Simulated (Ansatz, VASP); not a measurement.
AlGa3As4: VASP beside Ansatz

Contents of POSCAR:

```
AlGa3As4
1.0
    4.0912805114      0.0000000000      0.0000000000
    0.0000000000      8.1780594039      0.0000000000
    0.0000000000      0.0000000000      5.7754139393
Al As Ga
1 4 3
Direct
    0.0000000000      0.0000000000      0.0009494348
    0.5000000000      0.0000000000      0.2499444014
    0.0000000000      0.2498760783      0.7502315659
    0.5000000000      0.5000000000      0.2492562103
    0.0000000000      0.7501239217      0.7502315659
    0.5000000000      0.2505425198      0.5000422105
    0.0000000000      0.5000000000     -0.0006975995
    0.5000000000      0.7494574802      0.5000422105
```

INCAR.step1

```
SYSTEM = AlGa3As4
PREC = Accurate
ENCUT = 520
ISMEAR = 0
SIGMA = 0.01
LREAL = .False.
LASPH = .True.
NELM = 80
NBANDS = 41
GGA = PE
ALGO = Normal
EDIFF = 1E-4
LWAVE = .True.
LCHARG = .False.
```

INCAR.step2

```
SYSTEM = AlGa3As4
PREC = Accurate
ENCUT = 520
EDIFF = 1E-6
ISMEAR = 0
SIGMA = 0.01
LREAL = .False.
LASPH = .True.
NELM = 80
ALGO = Normal
ISIF = 2
LWAVE = .False.
LCHARG = .False.
METAGGA = R2SCAN
LMIXTAU = .True.
NBANDS = 41
ISTART = 1
```

Contents of KPOINTS:

```
regular mesh
0
Gamma
  6 4 4
  0 0 0
```

Input for Ansatz:

```yaml
crystal:
  lattice:
    - [4.0912805114, 0.0, 0.0]
    - [0.0, 8.1780594039, 0.0]
    - [0.0, 0.0, 5.7754139393]
  atoms:
    - { symbol: Al, position: [0.0, 0.0, 0.0009494348] }
    - { symbol: As, position: [0.5, 0.0, 0.2499444014] }
    - { symbol: Ga, position: [0.5, 0.2505425198, 0.5000422105] }
    - { symbol: As, position: [0.0, 0.2498760783, 0.7502315659] }
    - { symbol: Ga, position: [0.0, 0.5, -0.0006975995] }
    - { symbol: As, position: [0.5, 0.5, 0.2492562103] }
    - { symbol: Ga, position: [0.5, 0.7494574802, 0.5000422105] }
    - { symbol: As, position: [0.0, 0.7501239217, 0.7502315659] }
kpoints:
  mp_grid: { grid: [6, 4, 4] }
hamiltonian:
  xc: r2scan
scf:
  occupations: { method: fixed }
  n_extra_bands: 6
output:
  forces: true
  stress: true
  eigenvalues: true
```

Alike in both runs: task single point; functional r2SCAN; k mesh 6 × 4 × 4; no spin polarisation.

```csv
,VASP,Ansatz
version,VASP 6.6.1,Ansatz 0.2.0
potentials or method,"VASP PAW PBE potentials, release 64 (Al, As, Ga_d)","plane waves, PAW"
plane-wave cutoff (eV),520,500
occupations,"gaussian, width 0.01 eV",fixed
valence electrons in the cell,62,102
```

```csv
,VASP,Ansatz,Ansatz less VASP
gap on the k mesh at the Fermi level (eV),0.86,0.87,+0.016
pressure (GPa),-3.7,-3.8,-0.05
rms of the force components (eV/Å),0.009,0.005,-0.0049
```

VASP's potentials were made for PBE, not for r2SCAN. VASP's potentials hold 62 valence electrons a cell and Ansatz's 102, so a difference there can come from the potentials and not from the codes.
